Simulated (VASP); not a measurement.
# MgB2 (P6/mmm) in VASP: notebook, part 2 of 2

VASP 6.6.1.

## Step 3: Relaxation of shape and atoms at fixed volume, PBE (9.43 Å³/atom)

This run uses another cell than the first one, of 9.43 Å³/atom.

Input file INCAR:

```
SYSTEM = MgB2
PREC = Accurate
ENCUT = 600
EDIFF = 1E-6
ISMEAR = 0
SIGMA = 0.05
LREAL = .False.
LASPH = .True.
NELM = 60
ALGO = Normal
ISIF = 4
LWAVE = .False.
LCHARG = .False.
GGA = PE
IBRION = 2
NSW = 60
EDIFFG = -0.01
```

Input file KPOINTS:

```
Automatic mesh
0
Gamma
  14 14 12
  0 0 0
```

Input file POSCAR:

```
MgB2
1.0
    3.0561357655      0.0000000000      0.0000000000
   -1.5280678827      2.6466912103      0.0000000000
    0.0000000000      0.0000000000      3.4960740986
Mg B
1 2
Direct
    0.0000000000      0.0000000000      0.0000000000
    0.3333333333      0.6666666667      0.5000000000
    0.6666666667      0.3333333333      0.5000000000
```

Potentials or basis: VASP PAW PBE potentials, release 64 (Mg, B).

The run is started by

```bash
$ cat potpaw_PBE.64/Mg/POTCAR potpaw_PBE.64/B/POTCAR > POTCAR
$ mpirun -np 1 vasp_std > vasp.out
```

OUTCAR:

```text
SYSTEM = MgB2
   PREC = Accurate
   ENCUT = 600
   EDIFF = 1E-6
   ISMEAR = 0
   LREAL = .False.
   LASPH = .True.
   NELM = 60
   ISIF = 4
   GGA = PE
   IBRION = 2
   NSW = 60
   EDIFFG = -0.01

 ion  position               nearest neighbor table
   1  0.000  0.000  0.000-   2 2.48   3 2.48   2 2.48   3 2.48   2 2.48   2 2.48   3 2.48   3 2.48
                             3 2.48   3 2.48   2 2.48   2 2.48
   2  0.333  0.667  0.500-   3 1.76   3 1.76   3 1.76   1 2.48   1 2.48   1 2.48   1 2.48   1 2.48
                             1 2.48
   3  0.667  0.333  0.500-   2 1.76   2 1.76   2 1.76   1 2.48   1 2.48   1 2.48   1 2.48   1 2.48
                             1 2.48

  LATTYP: Found a hexagonal cell.
 ALAT       =     3.0561357655
 C/A-ratio  =     1.1439524834

  Lattice vectors:

 A1 = (   3.0561357655,   0.0000000000,   0.0000000000)
 A2 = (  -1.5280678827,   2.6466912103,   0.0000000000)
 A3 = (   0.0000000000,   0.0000000000,   3.4960740986)

Analysis of symmetry for initial positions (statically):
=====================================================================
 Subroutine PRICEL returns:
 Original cell was already a primitive cell.

[... 228 lines left out ...]
      1      -7.1217      2.00000
      2       2.4899      2.00000
      3       5.8157      0.00000
      4       5.8157      0.00000
      5       7.2143      0.00000
      6      11.8376      0.00000
      7      11.8376      0.00000
      8      13.7682      0.00000
[... 243 lines left out ...]
 k-point    24 :       0.3571    0.2857    0.0000
  band No.  band energies     occupation
      1      -2.2284      2.00000
      2      -1.7420      2.00000
      3      -0.2467      2.00000
      4       6.8585      0.00000
      5       7.7018      0.00000
      6      11.5526      0.00000
      7      11.8768      0.00000
      8      14.5362      0.00000

 [... further k-points ...]

------------------------ aborting loop because EDIFF is reached ----------------------------------------

  FORCE on cell =-STRESS in cart. coord.  units (eV):
  Direction    XX          YY          ZZ          XY          YZ          ZX
  --------------------------------------------------------------------------------------
  -------------------------------------------------------------------------------------
  Total        0.4858683      0.4858683      0.4744078      0.0000000     -0.0000000     -0.0000000
  in kB       27.5278672     27.5278672     26.8785486      0.0000000     -0.0000000     -0.0000000
  external PRESSURE =      27.3114276 kB  Pullay stress =       0.0000000 kB

 VOLUME and BASIS-vectors are now :
 -----------------------------------------------------------------------------
  energy-cutoff  :      600.00
  volume of cell :       28.28
      direct lattice vectors                 reciprocal lattice vectors
     3.060616612  0.000000000 -0.000000000     0.326731547  0.188638547 -0.000000000
    -1.530308306  2.650571737 -0.000000000    -0.000000000  0.377277093  0.000000000
     0.000000000 -0.000000000  3.485844851     0.000000000  0.000000000  0.286874500

 POSITION                                       TOTAL-FORCE (eV/Angst)
 -----------------------------------------------------------------------------------
      3.06062      0.00000     -0.00000         0.000000     -0.000000      0.000000
     -0.00000      1.76705      1.74292         0.000000     -0.000000     -0.000000
      1.53031      0.88352      1.74292        -0.000000      0.000000      0.000000
 -----------------------------------------------------------------------------------
    total drift:                                0.000000     -0.000000      0.000000

  FREE ENERGIE OF THE ION-ELECTRON SYSTEM (eV)
  ---------------------------------------------------
  free  energy   TOTEN  =       -15.3221025207 eV

  energy  without entropy=      -15.3212402179  energy(sigma->0) =      -15.32167137

 reached required accuracy - stopping structural energy minimisation
```

OSZICAR:

```text
N       E                     dE             d eps       ncg     rms          rms(c)
DAV:   1     0.953960601180E+01    0.95396E+01   -0.42909E+03  2784   0.954E+02
DAV:   2    -0.167044799077E+02   -0.26244E+02   -0.25194E+02  3888   0.121E+02
DAV:   3    -0.170652750032E+02   -0.36080E+00   -0.35784E+00  3496   0.171E+01
DAV:   4    -0.170660037085E+02   -0.72871E-03   -0.72860E-03  4280   0.673E-01
DAV:   5    -0.170660041344E+02   -0.42587E-06   -0.42582E-06  3480   0.106E-02    0.536E+00
DAV:   6    -0.155803664995E+02    0.14856E+01   -0.24646E+00  2928   0.873E+00    0.257E+00
DAV:   7    -0.153278194441E+02    0.25255E+00   -0.12602E+00  3288   0.612E+00    0.774E-01
DAV:   8    -0.153310591403E+02   -0.32397E-02   -0.11066E-01  2928   0.220E+00    0.392E-01
DAV:   9    -0.153219070162E+02    0.91521E-02   -0.26608E-02  3080   0.908E-01    0.759E-02
DAV:  10    -0.153217216028E+02    0.18541E-03   -0.25565E-03  3680   0.313E-01    0.326E-02
DAV:  11    -0.153216805402E+02    0.41063E-04   -0.20137E-04  3112   0.951E-02    0.210E-03
DAV:  12    -0.153216808834E+02   -0.34320E-06   -0.20497E-06  3480   0.128E-02
   1 F= -.15321681E+02 E0= -.15321186E+02  d E =-.153217E+02
       N       E                     dE             d eps       ncg     rms          rms(c)
DAV:   1    -0.153224260285E+02   -0.74549E-03   -0.12199E-02  3776   0.864E-01    0.728E-02
DAV:   2    -0.153221389908E+02    0.28704E-03   -0.62405E-04  3584   0.159E-01    0.262E-02
DAV:   3    -0.153221040814E+02    0.34909E-04   -0.12304E-04  3384   0.627E-02    0.654E-03
DAV:   4    -0.153221025425E+02    0.15389E-05   -0.50424E-06  3512   0.183E-02    0.863E-04
DAV:   5    -0.153221025207E+02    0.21733E-07   -0.12434E-07  1864   0.258E-03
   2 F= -.15322103E+02 E0= -.15321671E+02  d E =-.421637E-03
```

It took 17 s on 1 thread of Intel Xeon 6975P-C (Granite Rapids), shared host; peak memory 0.19 GiB.

What came out:

```yaml
Free_energy: -15.3221 eV
Energy_gained_by_relaxing: 0.1 meV/atom
Ionic_steps: 2
Pressure_after_relaxing: 2.7 GPa
Band_gap_on_the_k_mesh: zero (bands 4 and 5 overlap by 3.08 eV)
```

Step by step:
| step | energy change (eV) | largest force (eV/Å) | pressure (GPa) | volume (Å³) |
| --- | --- | --- | --- | --- |
| 1 | 0.0000 | 0.0000 | 2.92 | 28.28 |
| 2 | -0.0004 | 0.0000 | 2.73 | 28.28 |

Final structure:
```cif
data_structure
_symmetry_space_group_name_H-M 'P 1'
_symmetry_Int_Tables_number 1
_cell_length_a 3.0606
_cell_length_b 3.0606
_cell_length_c 3.4858
_cell_angle_alpha 90.000
_cell_angle_beta 90.000
_cell_angle_gamma 120.000
_cell_volume 28.28
loop_
_atom_site_label
_atom_site_type_symbol
_atom_site_fract_x
_atom_site_fract_y
_atom_site_fract_z
_atom_site_occupancy
Mg1 Mg 0.00000 0.00000 0.00000 1
B1 B 0.33333 0.66667 0.50000 1
B2 B 0.66667 0.33333 0.50000 1
```

Levels at points of the mesh, in eV from the Fermi level:
| k point | band 2 | band 3 | band 4 | band 5 | band 6 | band 7 |
| --- | --- | --- | --- | --- | --- | --- |
| (0.00, 0.00, 0.00) | -2.96 | 0.37 | 0.37 | 1.77 | 6.39 | 6.39 |
| (0.50, 0.00, 0.00) | -7.94 | -2.21 | 0.22 | 3.15 | 3.92 | 5.49 |
| (0.00, 0.00, 0.50) | -7.54 | 0.76 | 0.76 | 6.71 | 6.71 | 8.07 |
| (0.50, 0.00, 0.50) | -7.00 | -3.63 | -1.92 | -1.31 | 5.85 | 8.99 |

## Step 4: Relaxation of cell and atoms, PBE

This run uses another cell than the first one, of 9.68 Å³/atom.

Input file INCAR:

```
ALGO     = Normal         # electronic algorithm
EDIFF    = 1E-6           # SCF threshold, eV
EDIFFG   = -0.01          # ionic threshold
ENCUT    = 600            # plane-wave cutoff, eV
GGA      = PE             # functional
IBRION   = 2              # ionic algorithm
ISIF     = 3              # what is computed and relaxed
ISMEAR   = 0              # smearing method
LASPH    = T              # aspherical terms in the spheres
LCHARG   = F              # write CHGCAR
LREAL    = F              # projectors in reciprocal space
LWAVE    = F              # write WAVECAR
NELM     = 100            # most SCF steps
NSW      = 80             # ionic steps
PREC     = Accurate       # precision mode
SIGMA    = 0.05           # smearing width, eV
```

Input file KPOINTS:

```
k-points
0
Gamma
  14 14 12
```

Input file POSCAR:

```
MgB2
1.0
    3.0850000000      0.0000000000      0.0000000000
   -1.5425000000      2.6716883707      0.0000000000
    0.0000000000      0.0000000000      3.5230000000
Mg B
1 2
Direct
    0.0000000000      0.0000000000      0.0000000000
    0.3333333333      0.6666666667      0.5000000000
    0.6666666667      0.3333333333      0.5000000000
```

Potentials or basis: VASP PAW PBE potentials, release 64 (Mg, B).

The run is started by

```bash
$ cat potpaw_PBE.64/Mg/POTCAR potpaw_PBE.64/B/POTCAR > POTCAR
$ mpirun -np 1 vasp_std > vasp.out
```

OUTCAR:

```text
EDIFF = 1E-6
   EDIFFG = -0.01
   ENCUT = 600
   GGA = PE
   IBRION = 2
   ISIF = 3
   ISMEAR = 0
   LASPH = T
   LREAL = F
   NELM = 100
   NSW = 80
   PREC = Accurate

 ion  position               nearest neighbor table
   1  0.000  0.000  0.000-   2 2.51   3 2.51   2 2.51   3 2.51   3 2.51   3 2.51   2 2.51   2 2.51
                             3 2.51   3 2.51   2 2.51   2 2.51
   2  0.333  0.667  0.500-   3 1.78   3 1.78   3 1.78   1 2.51   1 2.51   1 2.51   1 2.51   1 2.51
                             1 2.51
   3  0.667  0.333  0.500-   2 1.78   2 1.78   2 1.78   1 2.51   1 2.51   1 2.51   1 2.51   1 2.51
                             1 2.51

  LATTYP: Found a hexagonal cell.
 ALAT       =     3.0850000000
 C/A-ratio  =     1.1419773096

  Lattice vectors:

 A1 = (   3.0850000000,   0.0000000000,   0.0000000000)
 A2 = (  -1.5425000000,   2.6716883707,   0.0000000000)
[... 343 lines left out ...]
 Fermi energy:         5.3251454207

 k-point     1 :       0.0000    0.0000    0.0000
  band No.  band energies     occupation
      1      -7.1420      2.00000
      2       2.3607      2.00000
      3       5.6918      0.00000
      4       5.6918      0.00000
      5       6.9789      0.00000
      6      11.6645      0.00000
      7      11.6645      0.00000
      8      13.4952      0.00000
[... 243 lines left out ...]
 k-point    24 :       0.3571    0.2857    0.0000
  band No.  band energies     occupation
      1      -2.2995      2.00000
      2      -1.8102      2.00000
      3      -0.3023      2.00000
      4       6.7002      0.00000
      5       7.5335      0.00000
      6      11.3017      0.00000
      7      11.6418      0.00000
      8      14.2471      0.00000

 [... further k-points ...]

------------------------ aborting loop because EDIFF is reached ----------------------------------------

  FORCE on cell =-STRESS in cart. coord.  units (eV):
  Direction    XX          YY          ZZ          XY          YZ          ZX
  --------------------------------------------------------------------------------------
  -------------------------------------------------------------------------------------
  Total       -0.0021806     -0.0021806     -0.0104719      0.0000000     -0.0000000      0.0000000
  in kB       -0.1212928     -0.1212928     -0.5824852      0.0000000     -0.0000000      0.0000000
  external PRESSURE =      -0.2750236 kB  Pullay stress =       0.0000000 kB
[... 18 lines left out ...]
  FREE ENERGIE OF THE ION-ELECTRON SYSTEM (eV)
  ---------------------------------------------------
  free  energy   TOTEN  =       -15.3267672868 eV

  energy  without entropy=      -15.3258967163  energy(sigma->0) =      -15.32633200

 reached required accuracy - stopping structural energy minimisation
```

OSZICAR:

```text
N       E                     dE             d eps       ncg     rms          rms(c)
DAV:   1     0.909804849861E+01    0.90980E+01   -0.42497E+03  2816   0.948E+02
DAV:   2    -0.166124667973E+02   -0.25711E+02   -0.24566E+02  3832   0.119E+02
DAV:   3    -0.170016668983E+02   -0.38920E+00   -0.38718E+00  3520   0.172E+01
DAV:   4    -0.170026799715E+02   -0.10131E-02   -0.10131E-02  4168   0.690E-01
[... 24 lines left out ...]
DAV:   2    -0.153267557653E+02    0.95775E-07   -0.47309E-08  1376   0.158E-03
   4 F= -.15326756E+02 E0= -.15326312E+02  d E =-.996433E-03
       N       E                     dE             d eps       ncg     rms          rms(c)
DAV:   1    -0.153267749205E+02   -0.19059E-04   -0.26819E-04  3744   0.127E-01    0.110E-02
DAV:   2    -0.153267681182E+02    0.68023E-05   -0.15456E-05  3592   0.244E-02    0.396E-03
DAV:   3    -0.153267672868E+02    0.83138E-06   -0.35620E-06  3152   0.106E-02
   5 F= -.15326767E+02 E0= -.15326332E+02  d E =-.115215E-04
```

It took 40 s on 1 thread of Intel Xeon 6975P-C (Granite Rapids), shared host; peak memory 0.21 GiB.

Results:

```
Free energy                           : -15.3268 eV
Relaxed volume                        : 9.60 Å³/atom
Relaxed cell                          : a = 3.076 Å, b = 3.076 Å, c = 3.516 Å, α = 90.00°, β = 90.00°, γ = 120.00°
Space group after relaxing (to 0.1 Å) : P6/mmm (No. 191)
Energy gained by relaxing             : 0.3 meV/atom
Ionic steps                           : 5
Pressure after relaxing               : 0.0 GPa
Band gap on the k mesh                : zero (bands 4 and 5 overlap by 3.02 eV)
```

The path:
```csv
step,energy change (eV),largest force (eV/Å),pressure (GPa),volume (Å³)
1,0.0000,0.0000,-1.30,29.04
2,-0.0008,0.0000,0.53,28.71
3,-0.0010,0.0000,-0.03,28.81
4,-0.0010,0.0000,-0.05,28.81
5,-0.0010,0.0000,-0.03,28.80
```

Final structure:
```cif
data_structure
_symmetry_space_group_name_H-M 'P 1'
_symmetry_Int_Tables_number 1
_cell_length_a 3.0758
_cell_length_b 3.0758
_cell_length_c 3.5156
_cell_angle_alpha 90.000
_cell_angle_beta 90.000
_cell_angle_gamma 120.000
_cell_volume 28.80
loop_
_atom_site_label
_atom_site_type_symbol
_atom_site_fract_x
_atom_site_fract_y
_atom_site_fract_z
_atom_site_occupancy
Mg1 Mg 0.00000 0.00000 0.00000 1
B1 B 0.33333 0.66667 0.50000 1
B2 B 0.66667 0.33333 0.50000 1
```

## Step 5: Summary

```tsv
task	cell	gap on the mesh (eV)	pressure (GPa)
relaxation of shape and atoms at fixed volume	relaxed from a = 3.040, b = 3.040, c = 3.462 Å, angles 90.0, 90.0, 120.0°, 3 atoms	none	6.0
relaxation of shape and atoms at fixed volume	relaxed from a = 3.056, b = 3.056, c = 3.496 Å, angles 90.0, 90.0, 120.0°, 3 atoms	none	2.7
relaxation of cell and atoms	relaxed from a = 3.085, b = 3.085, c = 3.523 Å, angles 90.0, 90.0, 120.0°, 3 atoms	none	0.0
```

Alike in all rows: level PBE; potentials or basis VASP PAW PBE potentials, release 64 (Mg, B); no spin polarisation; k mesh 14 × 14 × 12; cutoff (eV) 600; smearing gaussian 0.05 eV.

Absolute energies hang on the potentials; compare differences alone.
